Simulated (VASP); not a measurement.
Runs of VASP 6.6.1 on SnO2. The structure is that of space group C222_1 (No. 20), or close to it. The cells are those of the table. 

| cell | gap on the mesh (eV) | pressure (GPa) | largest force (eV/Å) |
| --- | --- | --- | --- |
| a = 3.158, b = 3.158, c = 10.161 Å, angles 90.0, 90.0, 120.0°, 6 atoms | (c) | (d) | 0.68 |
| a = 3.238, b = 3.238, c = 10.419 Å, angles 90.0, 90.0, 120.0°, 6 atoms | 2.02 | -2.9 | (a) |
| a = 3.265, b = 3.265, c = 10.506 Å, angles 90.0, 90.0, 120.0°, 6 atoms | 1.85 | -5.7 | 0.42 |
| a = 3.211, b = 3.211, c = 10.333 Å, angles 90.0, 90.0, 120.0°, 6 atoms | 2.15 | (b) | 0.10 |

Alike in all rows: task single point; level PBE+D3(BJ); potentials or basis VASP PAW PBE potentials, release 64 (Sn_d, O); no spin polarisation; k mesh 12 × 12 × 4; cutoff (eV) 520; smearing gaussian 0.05 eV.

Fill in the values left out.

(a) 0.17; (b) 0.4; (c) 2.41; (d) 8.4.

Caveats: spin-orbit coupling is left out, which moves the levels of the heavy elements.

A k mesh can miss the band edges, and the runs leave out spin-orbit coupling on Sn.
